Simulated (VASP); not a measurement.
# Hg3P2 (Pm-3m) in VASP: a series of runs

Hg3P2 is run at these levels: PBE; tasks: single point, relaxation of cell and atoms.

All numbers are computed with VASP 6.6.1; they aren't measurements. Logs are shortened: lines on timing, memory, paths and dates and some standing lists are left out, and cuts for length are marked.

## 1. The cell of the first run

It takes space group Pm-3m (No. 221, cubic). The conventional cell has a = 5.068 Å, b = 5.068 Å, c = 5.068 Å, α = 90.00°, β = 90.00°, γ = 90.00°. Within 3.3 Å of Hg (site symmetry 4/mmm) lie 2 P at 2.53 Å. P (site symmetry m-3m) has 12 Hg at 3.58 Å and 8 P at 4.39 Å within 4.7 Å. Within 3.3 Å of P (site symmetry m-3m) lie 6 Hg at 2.53 Å.

## 2. Single point, PBE

File INCAR:

```
PREC = Accurate ; ENCUT = 520
EDIFF = 1E-6 ; ISMEAR = 0
SIGMA = 0.1 ; LREAL = F
LASPH = T ; NELM = 100
ALGO = Normal ; ISIF = 2
LWAVE = F ; LCHARG = T
GGA = PE ; LELF = T
LVHAR = T ; NBANDS = 31
```

File KPOINTS:

```
regular mesh
0
Gamma
  8 8 8
```

File POSCAR:

```
Hg3P2
1.0
    5.0680612922      0.0000000000      0.0000000000
    0.0000000000      5.0680612922      0.0000000000
    0.0000000000      0.0000000000      5.0680612922
Hg P
3 2
Direct
    0.0000000000      0.5000000000      0.5000000000
    0.5000000000      0.0000000000      0.5000000000
    0.5000000000      0.5000000000      0.0000000000
    0.0000000000      0.0000000000      0.0000000000
    0.5000000000      0.5000000000      0.5000000000
```

Potentials or basis: VASP PAW PBE potentials, release 64 (Hg, P).

Launch:

```sh
$ cat potpaw_PBE.64/Hg/POTCAR potpaw_PBE.64/P/POTCAR > POTCAR
$ mpirun -np 1 vasp_std > vasp.out
```

OUTCAR:

```text
PREC = Accurate
   ENCUT = 520
   EDIFF = 1E-6
   ISMEAR = 0
   LREAL = F
   LASPH = T
   NELM = 100
   ISIF = 2
   GGA = PE

 ion  position               nearest neighbor table
   1  0.000  0.500  0.500-   5 2.53   5 2.53   2 3.58   3 3.58   2 3.58   2 3.58   3 3.58   3 3.58
                             3 3.58   2 3.58
   2  0.500  0.000  0.500-   5 2.53   5 2.53   1 3.58   3 3.58   1 3.58   3 3.58   3 3.58   3 3.58
                             1 3.58   1 3.58
   3  0.500  0.500  0.000-   5 2.53   5 2.53   1 3.58   1 3.58   2 3.58   2 3.58   2 3.58   2 3.58
                             1 3.58   1 3.58
   4  0.000  0.000  0.000-
   5  0.500  0.500  0.500-   1 2.53   2 2.53   3 2.53   3 2.53   2 2.53   1 2.53

  LATTYP: Found a simple cubic cell.
 ALAT       =     5.0680612922

  Lattice vectors:

 A1 = (   5.0680612922,   0.0000000000,   0.0000000000)
 A2 = (   0.0000000000,   5.0680612922,   0.0000000000)
 A3 = (   0.0000000000,   0.0000000000,   5.0680612922)

Analysis of symmetry for initial positions (statically):
=====================================================================
 Subroutine PRICEL returns:
 Original cell was already a primitive cell.

 Routine SETGRP: Setting up the symmetry group for a
 simple cubic supercell.

 Subroutine GETGRP returns: Found 48 space group operations
 (whereof 48 operations were pure point group operations)
 out of a pool of 48 trial point group operations.

The static configuration has the point symmetry O_h .

Analysis of symmetry for dynamics (positions and initial velocities):
=====================================================================
 Subroutine PRICEL returns:
 Original cell was already a primitive cell.

 Routine SETGRP: Setting up the symmetry group for a
 simple cubic supercell.

 Subroutine GETGRP returns: Found 48 space group operations
 (whereof 48 operations were pure point group operations)
 out of a pool of 48 trial point group operations.

The dynamic configuration has the point symmetry O_h .

 Subroutine INISYM returns: Found 48 space group operations
 (whereof 48 operations are pure point group operations),
 and found     1 'primitive' translations

----------------------------------------------------------------------------------------

                                     Primitive cell

  volume of cell :     130.1744

  direct lattice vectors                    reciprocal lattice vectors
     5.068061292  0.000000000  0.000000000     0.197314109  0.000000000  0.000000000
     0.000000000  5.068061292  0.000000000     0.000000000  0.197314109  0.000000000
     0.000000000  0.000000000  5.068061292     0.000000000  0.000000000  0.197314109

  length of vectors
     5.068061292  5.068061292  5.068061292     0.197314109  0.197314109  0.197314109

  position of ions in fractional coordinates (direct lattice)
     0.000000000  0.500000000  0.500000000
     0.500000000  0.000000000  0.500000000
     0.500000000  0.500000000  0.000000000
     0.000000000  0.000000000  0.000000000
     0.500000000  0.500000000  0.500000000

  ion indices of the primitive-cell ions
   primitive index   ion index
                 1           1
                 2           2
                 3           3
                 4           4
                 5           5

----------------------------------------------------------------------------------------

 KPOINTS: regular mesh

Automatic generation of k-mesh.
 Grid dimensions read from file:
 generate k-points for:    8    8    8

 Generating k-lattice:

  Cartesian coordinates                     Fractional coordinates (reciprocal lattice)
     0.024664264  0.000000000  0.000000000     0.125000000  0.000000000  0.000000000
     0.000000000  0.024664264  0.000000000     0.000000000  0.125000000  0.000000000
     0.000000000  0.000000000  0.024664264     0.000000000  0.000000000  0.125000000

  Length of vectors
     0.024664264  0.024664264  0.024664264

  Shift w.r.t. Gamma in fractional coordinates (k-lattice)
     0.000000000  0.000000000  0.000000000

 Subroutine IBZKPT returns following result:
 ===========================================

 Found     35 irreducible k-points:

 Following reciprocal coordinates:
            Coordinates               Weight
  0.000000  0.000000  0.000000      1.000000
  0.125000  0.000000  0.000000      6.000000
  0.250000  0.000000  0.000000      6.000000
  0.375000  0.000000  0.000000      6.000000
  0.500000  0.000000  0.000000      3.000000
  0.125000  0.125000  0.000000     12.000000
[... 16 lines left out ...]
  0.375000  0.375000  0.125000     24.000000
  0.500000  0.375000  0.125000     24.000000
 [... further k-points ...]
   k-points           NKPTS =     35   k-points in BZ     NKDIM =     35   number of bands    NBANDS=     31
   number of dos      NEDOS =    301   number of ions     NIONS =      5
   total plane-waves  NPLWV =  64000
   dimension x,y,z NGX =    40 NGY =   40 NGZ =   40
   dimension x,y,z NGXF=    80 NGYF=   80 NGZF=   80
   ions per type =               3   2
   NGX,Y,Z   is equivalent  to a cutoff of  13.12, 13.12, 13.12 a.u.
   NGXF,Y,Z  is equivalent  to a cutoff of  26.24, 26.24, 26.24 a.u.
 SYSTEM =  unknown system
   PREC   = accura    normal or accurate (medium, high low for compatibility)
   ISTART =      0    job   : 0-new  1-cont  2-samecut
   ICHARG =      2    charge: 1-file 2-atom 10-const
   ISPIN  =      1    spin polarized calculation?
   LNONCOLLINEAR =      F non collinear calculations
   LSORBIT =      F    spin-orbit coupling
   LASPH  =      T    aspherical Exc in radial PAW
   ENCUT  =  520.0 eV  38.22 Ry    6.18 a.u.   9.42  9.42  9.42*2*pi/ulx,y,z
   NELM   =    100;   NELMIN=  2; NELMDL= -5     # of ELM steps
   EDIFF  = 0.1E-05   stopping-criterion for ELM
   LREAL  =      F    real-space projection
   EDIFFG = 0.1E-04   stopping-criterion for IOM
   NSW    =      0    number of steps for IOM
   IBRION =     -1    ionic relax: 0-MD 1-quasi-New 2-CG
   NFREE  =      0    steps in history (QN), initial steepest desc. (CG)
   ISIF   =      2    stress and relaxation
   ISYM   =      2    0-nonsym 1-usesym 2-fastsym
   POTIM  = 0.5000    time-step for ionic-motion
   TEBEG  =    0.0;   TEEND  =   0.0 temperature during run
   PSTRESS=    0.0 pullay stress
   NELECT =      46.0000    total number of electrons
   NUPDOWN=      -1.0000    fix difference up-down
   EMIN   =  10.00;   EMAX   =-10.00  energy-range for DOS
   EFERMI =   0.00;   METHOD = LEGACY
   ISMEAR =     0;   SIGMA  =   0.10  broadening in eV -4-tet -1-fermi 0-gaus
   EFERMI_NEDOS =   21; number of points for ismear=-14 and -15
   IALGO  =     38    algorithm
   IMIX   =      4    mixing-type and parameters
     AMIX     =   0.40;   BMIX     =  1.00
     AMIX_MAG =   1.60;   BMIX_MAG =  1.00
  volume/ion in A,a.u.               =      26.03       175.69
  Fermi-wavevector in a.u.,A,eV,Ry     =   1.157406  2.187179 18.226198  1.339588
  Thomas-Fermi vector in A             =   2.294017
   LORBIT       =      0    0 simple, 1 ext, 2 COOP (PROOUT), +10 PAW based schemes
   GGA     = PE    functional components
   LHFCALC =     F    Hartree Fock is set to
   AEXX    =    0.0000 exact exchange contribution
   IVDW    =     0    specifies the selected vdW correction
   LEPSILON=     F    determine dielectric tensor
   LRPA    =     F    only Hartree local field effects (RPA)
 non-spin polarized calculation
 Gauss-broadening in eV      SIGMA  =   0.10
  energy-cutoff  :      520.00
  volume of cell :      130.17
 maximum number of plane-waves:      3544
 NGX is ok and might be reduce to    40
   NGX = 19   NGY = 19   NGZ = 19

 number of electron      46.0000014 magnetization

 Free energy of the ion-electron system (eV)
  ---------------------------------------------------
  ext. energy  EPLUGINS =         0.00000000
  ---------------------------------------------------
  free energy    TOTEN  =        -7.76461795 eV

  energy without entropy =       -7.73607632  energy(sigma->0) =       -7.75034713

 E-fermi :   2.1692     XC(G=0):  -9.6095

 val. band max:        2.1685739372   @ k =   0.5000   0.2500   0.0000
 cond. band min:       2.1823923854   @ k =   0.2500   0.2500   0.0000
 fundamental gap:      0.0138184482
 Fermi energy:         2.1692125669

 k-point     1 :       0.0000    0.0000    0.0000
  band No.  band energies     occupation
      1     -10.4577      2.00000
      2      -6.7096      2.00000
      3      -4.9869      2.00000
      4      -4.9869      2.00000
      5      -4.9869      2.00000
      6      -4.6518      2.00000
[... 23 lines left out ...]
     30       8.9343      0.00000
     31       8.9343      0.00000

 k-point     2 :       0.1250    0.0000    0.0000
  band No.  band energies     occupation
      1     -10.3999      2.00000
      2      -6.6812      2.00000
      3      -4.9822      2.00000
      4      -4.9658      2.00000
      5      -4.9658      2.00000
      6      -4.7964      2.00000
[... 23 lines left out ...]
     30       8.6908      0.00000
     31       8.6933      0.00000

 k-point     3 :       0.2500    0.0000    0.0000
  band No.  band energies     occupation
      1     -10.2487      2.00000
      2      -6.6131      2.00000
      3      -5.1847      2.00000
      4      -4.9704      2.00000
      5      -4.9015      2.00000
      6      -4.9015      2.00000
[... 23 lines left out ...]
     30       8.1438      0.00000
     31       8.1447      0.00000

 k-point     4 :       0.3750    0.0000    0.0000
  band No.  band energies     occupation
      1     -10.0763      2.00000
      2      -6.5553      2.00000
      3      -5.5939      2.00000
      4      -4.9583      2.00000
      5      -4.7944      2.00000
      6      -4.7944      2.00000
[... 635 lines left out ...]
     30       7.9529      0.00000
     31       8.1398      0.00000

 k-point    23 :       0.3750    0.3750    0.1250
  band No.  band energies     occupation
      1      -9.5712      2.00000
      2      -6.4366      2.00000
      3      -5.8732      2.00000
      4      -5.7715      2.00000
      5      -5.0828      2.00000
      6      -4.6076      2.00000
[... 23 lines left out ...]
     30       8.0995      0.00000
     31       8.7752      0.00000

 k-point    24 :       0.5000    0.3750    0.1250
  band No.  band energies     occupation
      1      -9.4747      2.00000
      2      -6.4247      2.00000
      3      -6.0060      2.00000
      4      -5.8502      2.00000
      5      -5.0957      2.00000
      6      -4.5420      2.00000
[... 23 lines left out ...]
     30       8.3154      0.00000
     31       8.5757      0.00000

 [... further k-points ...]

------------------------ aborting loop because EDIFF is reached ----------------------------------------

  FORCE on cell =-STRESS in cart. coord.  units (eV):
  Direction    XX          YY          ZZ          XY          YZ          ZX
  --------------------------------------------------------------------------------------
  -------------------------------------------------------------------------------------
  Total        0.2460096      0.2460096      0.2460096      0.0000000     -0.0000000      0.0000000
  in kB        3.0278682      3.0278682      3.0278682      0.0000000     -0.0000000      0.0000000
  external PRESSURE =       3.0278682 kB  Pullay stress =       0.0000000 kB

 VOLUME and BASIS-vectors are now :
 -----------------------------------------------------------------------------
  energy-cutoff  :      520.00
  volume of cell :      130.17
      direct lattice vectors                 reciprocal lattice vectors
     5.068061292  0.000000000  0.000000000     0.197314109  0.000000000  0.000000000
     0.000000000  5.068061292  0.000000000     0.000000000  0.197314109  0.000000000
     0.000000000  0.000000000  5.068061292     0.000000000  0.000000000  0.197314109

 POSITION                                       TOTAL-FORCE (eV/Angst)
 -----------------------------------------------------------------------------------
      0.00000      2.53403      2.53403         0.000000      0.000000      0.000000
      2.53403      0.00000      2.53403         0.000000      0.000000      0.000000
      2.53403      2.53403      0.00000         0.000000      0.000000      0.000000
      0.00000      0.00000      0.00000         0.000000      0.000000      0.000000
      2.53403      2.53403      2.53403         0.000000      0.000000      0.000000
 -----------------------------------------------------------------------------------
    total drift:                               -0.000000     -0.000000     -0.000000

  FREE ENERGIE OF THE ION-ELECTRON SYSTEM (eV)
  ---------------------------------------------------
  free  energy   TOTEN  =        -7.7646179493 eV

  energy  without entropy=       -7.7360763177  energy(sigma->0) =       -7.75034713
```

It took 67 s on 1 thread of Intel Xeon 6975P-C (Granite Rapids), shared host; peak memory 0.29 GiB.

Results:

```
Free energy            : -7.7646 eV
Pressure               : 0.3 GPa
Band gap on the k mesh : zero (band 23 reaches 2.40 eV, above the bottom of band 24 at 1.96 eV)
```

Caveat: spin-orbit coupling is left out, which moves the levels of the heavy elements.

## 3. Relaxation of cell and atoms, PBE

This run uses another cell than the first one, of 25.78 Å³/atom, 0.990 times its volume.

File INCAR:

```
  ALGO = Normal
  EDIFF = 1E-6
  EDIFFG = -0.01
  ENCUT = 600
  GGA = PE
  IBRION = 2
  ISIF = 3
  ISMEAR = 0
  LASPH = True
  LCHARG = False
  LREAL = False
  LWAVE = False
  NELM = 100
  NSW = 100
  PREC = Accurate
  SIGMA = 0.1
```

File KPOINTS:

```
k-points
0
Gamma
  8 8 8
```

Edit POSCAR of step 2 so:

```diff
@@ -2,5 +2,5 @@
 1.0
-    5.0680612922      0.0000000000      0.0000000000
-    0.0000000000      5.0680612922      0.0000000000
-    0.0000000000      0.0000000000      5.0680612922
+    5.0513416424      0.0000000000      0.0000000000
+    0.0000000000      5.0513416424      0.0000000000
+    0.0000000000      0.0000000000      5.0513416424
 Hg P
```

Potentials or basis: VASP PAW PBE potentials, release 64 (Hg, P).

Launch:

```sh
$ cat potpaw_PBE.64/Hg/POTCAR potpaw_PBE.64/P/POTCAR > POTCAR
$ mpirun -np 1 vasp_std > vasp.out
```

It took 90 s on 1 thread of Intel Xeon 6975P-C (Granite Rapids), shared host; peak memory 0.33 GiB.

It converged, with:

```yaml
Free_energy: -7.7659 eV
Relaxed_volume: 26.25 Å³/atom
Relaxed_cell: a = 5.082 Å, b = 5.082 Å, c = 5.082 Å, α = 90.00°, β = 90.00°, γ = 90.00°
Space_group_after_relaxing_to_0.05_Å: Pm-3m (No. 221)
Energy_gained_by_relaxing: 1.1 meV/atom
Ionic_steps: 2
Pressure_after_relaxing: 0.0 GPa
Band_gap_on_the_k_mesh: zero (band 23 reaches 2.34 eV, above the bottom of band 24 at 1.90 eV)
```

The path:
| step | energy change (eV) | largest force (eV/Å) | pressure (GPa) | volume (Å³) |
| --- | --- | --- | --- | --- |
| 1 | 0.0000 | 0.0000 | 0.78 | 128.89 |
| 2 | -0.0056 | 0.0000 | -0.02 | 131.24 |

Final structure:
```
CELL_PARAMETERS angstrom
5.08189 0.00000 0.00000
0.00000 5.08189 0.00000
0.00000 0.00000 5.08189
ATOMIC_POSITIONS crystal
Hg 0.00000 0.50000 0.50000
Hg 0.50000 0.00000 0.50000
Hg 0.50000 0.50000 0.00000
P 0.00000 0.00000 0.00000
P 0.50000 0.50000 0.50000
```

Levels at points of the mesh, in eV from the Fermi level:
| k point | band 21 | band 22 | band 23 | band 24 | band 25 | band 26 |
| --- | --- | --- | --- | --- | --- | --- |
| (0.00, 0.00, 0.00) | -1.65 | -1.65 | -0.56 | -0.21 | -0.21 | -0.21 |
| (0.50, 0.00, 0.00) | -2.25 | -1.53 | -0.20 | -0.20 | 1.71 | 3.77 |
| (0.50, 0.50, 0.00) | -1.75 | 0.11 | 0.11 | 0.24 | 1.10 | 3.57 |
| (0.50, 0.50, 0.50) | -1.77 | -1.77 | -1.77 | 3.84 | 3.84 | 3.84 |

Caveat: spin-orbit coupling is left out, which moves the levels of the heavy elements.

## 4. Single point, PBE

This run uses another cell than the first one, of 54.73 Å³/atom, 2.102 times its volume.

File INCAR:

```
SYSTEM = Hg3P2
PREC = Accurate
ENCUT = 520
EDIFF = 1E-7
ISMEAR = 0
SIGMA = 0.1
LREAL = .False.
LASPH = .True.
NELM = 100
ALGO = Normal
ISIF = 2
LWAVE = .False.
LCHARG = .True.
GGA = PE
LELF = .True.
LVHAR = .True.
NBANDS = 31
```

File KPOINTS:

```
regular mesh
0
Gamma
  4 4 4
  0 0 0
```

Edit POSCAR of step 3 so:

```diff
@@ -2,5 +2,5 @@
 1.0
-    5.0513416424      0.0000000000      0.0000000000
-    0.0000000000      5.0513416424      0.0000000000
-    0.0000000000      0.0000000000      5.0513416424
+    6.4923726800      0.0000000000      0.0000000000
+    0.0000000000      6.4923726800      0.0000000000
+    0.0000000000      0.0000000000      6.4923726800
 Hg P
```

Launch:

```sh
$ cat potpaw_PBE.64/Hg/POTCAR potpaw_PBE.64/P/POTCAR > POTCAR
$ mpirun -np 1 vasp_std > vasp.out
```

Run time: 47 s. Hardware: 1 thread of Intel Xeon 6975P-C (Granite Rapids), shared host; peak memory 0.34 GiB.

The run converged. Its results:

```yaml
Free_energy: -3.8211 eV
Pressure: -3.4 GPa
Band_gap_on_the_k_mesh: zero (band 23 reaches -1.65 eV, above the bottom of band 24 at -1.66 eV)
```

Levels at points of the mesh, in eV from the Fermi level:
| k point | band 21 | band 22 | band 23 | band 24 | band 25 | band 26 |
| --- | --- | --- | --- | --- | --- | --- |
| (0.00, 0.00, 0.00) | -1.32 | -1.32 | -1.32 | 0.00 | 0.00 | 0.00 |
| (0.50, 0.00, 0.00) | -1.20 | -1.20 | -0.01 | -0.01 | 0.22 | 1.14 |
| (0.50, 0.50, 0.00) | -1.10 | -0.02 | -0.02 | 0.05 | 1.22 | 1.22 |
| (0.50, 0.50, 0.50) | -0.25 | -0.25 | -0.25 | 1.21 | 1.21 | 1.21 |

Caveat: spin-orbit coupling is left out, which moves the levels of the heavy elements.

## 5. Summary

```csv
task,cell,k mesh,cutoff (eV),gap on the mesh (eV),pressure (GPa)
single point,"a = 5.068 Å, 5 atoms",8 × 8 × 8,520,none,0.3
relaxation of cell and atoms,"relaxed from a = 5.051 Å, 5 atoms",8 × 8 × 8,600,none,0.0
single point,"a = 6.492 Å, 5 atoms",4 × 4 × 4,520,none,-3.4
```

Alike in all rows: level PBE; potentials or basis VASP PAW PBE potentials, release 64 (Hg, P); no spin polarisation; smearing gaussian 0.1 eV.

Caveats: spin-orbit coupling is left out, which moves the levels of the heavy elements.

Absolute energies hang on the potentials; compare differences alone.
